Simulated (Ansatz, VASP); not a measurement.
Two plane-wave programs on CrO2

INCAR

```
PREC = Accurate
ENCUT = 520
EDIFF = 1E-7
ISMEAR = 0
SIGMA = 0.1
LREAL = False
LASPH = True
NELM = 150
ALGO = Normal
ISIF = 2
LWAVE = False
LCHARG = False
ISPIN = 2
MAGMOM = 3 3 0 0 0 0
LORBIT = 11
LMAXMIX = 4
GGA = PE
NBANDS = 37
```

File KPOINTS:

```
regular mesh
0
Gamma
  4 4 6
```

Contents of POSCAR:

```
CrO2
1.0
    4.4480510066      0.0000000000      0.0000000000
    0.0000000000      4.5292350067      0.0000000000
    0.0000000000      0.0000000000      2.9859640000
Cr O
2 4
Direct
    0.5000000000      0.5000000000      0.5000000000
    0.0000000000      0.0000000000      0.0000000000
    0.7929690000      0.1898170000      0.5000000000
    0.2070310000      0.8101830000      0.5000000000
    0.7070310000      0.6898170000      0.0000000000
    0.2929690000      0.3101830000      0.0000000000
```

Input for Ansatz:

```yaml
crystal:
  lattice:
    - [4.4480510066, 0.0, 0.0]
    - [0.0, 4.5292350067, 0.0]
    - [0.0, 0.0, 2.985964]
  atoms:
    - { symbol: Cr, position: [0.5, 0.5, 0.5], spin: 3.0 }
    - { symbol: Cr, position: [0.0, 0.0, 0.0], spin: 3.0 }
    - { symbol: O, position: [0.792969, 0.189817, 0.5] }
    - { symbol: O, position: [0.207031, 0.810183, 0.5] }
    - { symbol: O, position: [0.707031, 0.689817, 0.0] }
    - { symbol: O, position: [0.292969, 0.310183, 0.0] }
basis:
  ecutwfc: 420
kpoints:
  mp_grid: { grid: [4, 4, 6] }
hamiltonian:
  xc: pbe
scf:
  occupations: { method: gaussian, width: 0.1 }
output:
  forces: true
  stress: true
  eigenvalues: true
  populations: true
magnetization:
  spin_polarized: true
```

Alike in both runs: task single point; functional PBE; k mesh 4 × 4 × 6; occupations gaussian, width 0.1 eV; collinear spin.

|  | VASP | Ansatz |
| --- | --- | --- |
| version | VASP 6.6.1 | Ansatz 0.2.0 |
| potentials or method | VASP PAW PBE potentials, release 64 (Cr_pv, O), cutoff 520 eV | scalar-relativistic, plane waves, PAW |
| valence electrons in the cell | 48 | 52 |

|  | VASP | Ansatz | Ansatz less VASP |
| --- | --- | --- | --- |
| gap on the k mesh at the Fermi level (eV) | none | none | - |
| pressure (GPa) | -9.3 | -9.9 | -0.57 |
| traceless stress, the component that is largest in VASP (GPa) | -2.93 | -3.04 | -0.117 |
| rms of the force components (eV/Å) | 0.143 | 0.148 | +0.0053 |
| net moment per atom (μB) | 0.67 | 0.67 | 0.000 |
| size of the moment on the site where the two differ most (μB) | 2.15 | 1.79 | -0.360 |

Site moments also hang on the region over which each program counts them. Atom by atom the forces differ by 0.005 eV/Å (rms over components). A gap of «none» marks a metal or a gap that the smearing closes. The functional is the same, so the differences come from potentials, cutoffs and numerics. VASP's potentials hold 48 valence electrons a cell and Ansatz's 52, so a difference there can come from the potentials and not from the codes.
